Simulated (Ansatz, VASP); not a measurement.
One calculation of GeBiO4, two programs

Contents of INCAR:

```
ALGO = Normal
EDIFF = 1E-7
EDIFFG = -0.04
ENCUT = 600
GGA = PE
IBRION = 2
ISIF = 3
ISMEAR = 0
LASPH = True
LCHARG = False
LREAL = False
LWAVE = False
NELM = 100
NSW = 90
PREC = Accurate
SIGMA = 0.1
```

Contents of KPOINTS:

```
k-points
0
Gamma
  6 6 4
```

POSCAR

```
GeBiO4
1.0
    3.6721249800      0.0000000000      0.0000000000
    0.0000000000      3.6721249800      0.0000000000
    0.0000000000      0.0000000000      5.3160721600
Ge Bi O
1 1 4
Direct
    0.5000000000      0.5000000000      0.5000000000
    0.0000000000      0.0000000000      0.0000000000
    0.5000000000      0.0000000000      0.7312811000
    0.0000000000      0.5000000000      0.2687189000
    0.5000000000      0.0000000000      0.2687189000
    0.0000000000      0.5000000000      0.7312811000
```

Input for Ansatz:

```yaml
crystal:
  lattice:
    - [3.67212498, 0.0, 0.0]
    - [0.0, 3.67212498, 0.0]
    - [0.0, 0.0, 5.31607216]
  atoms:
    - { symbol: Ge, position: [0.5, 0.5, 0.5] }
    - { symbol: Bi, position: [0.0, 0.0, 0.0] }
    - { symbol: O, position: [0.5, 0.0, 0.7312811] }
    - { symbol: O, position: [0.0, 0.5, 0.2687189] }
    - { symbol: O, position: [0.5, 0.0, 0.2687189] }
    - { symbol: O, position: [0.0, 0.5, 0.7312811] }
basis:
  ecutwfc: 420
kpoints:
  mp_grid: { grid: [6, 6, 4] }
hamiltonian:
  xc: pbe
scf:
  occupations: { method: gaussian, width: 0.1 }
  lower_state_search: "off"
output:
  forces: true
  stress: true
  eigenvalues: true
relax:
  adjacent_minimum: "off"
  f_tol: 0.04
  max_steps: 70
  cell: { stress_tol: 0.4 }
```

Change from the starting cell: species swapped into the NaErF4 type (P4/mmm, No. 123).

Alike in both runs: task relaxation of cell and atoms; functional PBE; k mesh 6 × 6 × 4; occupations gaussian, width 0.1 eV; no spin polarisation.

|  | VASP | Ansatz |
| --- | --- | --- |
| version | VASP 6.6.1 | Ansatz 0.2.0 |
| potentials or method | VASP PAW PBE potentials, release 64 (Ge_d, Bi_d, O), cutoff 600 eV | scalar-relativistic, plane waves, PAW |
| valence electrons in the cell | 53 | 53 |

VASP gave:

```
gap on the k mesh at the Fermi level, each at its own relaxed structure (eV) : none
relaxed volume (Å³/atom)                                                     : 11.72
relaxed length of the cell vector where the two differ most in proportion (Å)              : 3.644
```

Q: Which values does Ansatz return?

A: gap on the k mesh at the Fermi level, each at its own relaxed structure (eV): none; relaxed volume (Å³/atom): 11.70; relaxed length of the cell vector where the two differ most in proportion (Å): 3.641.

A gap of «none» marks a metal or a gap that the smearing closes.

Spin-orbit coupling is off throughout.
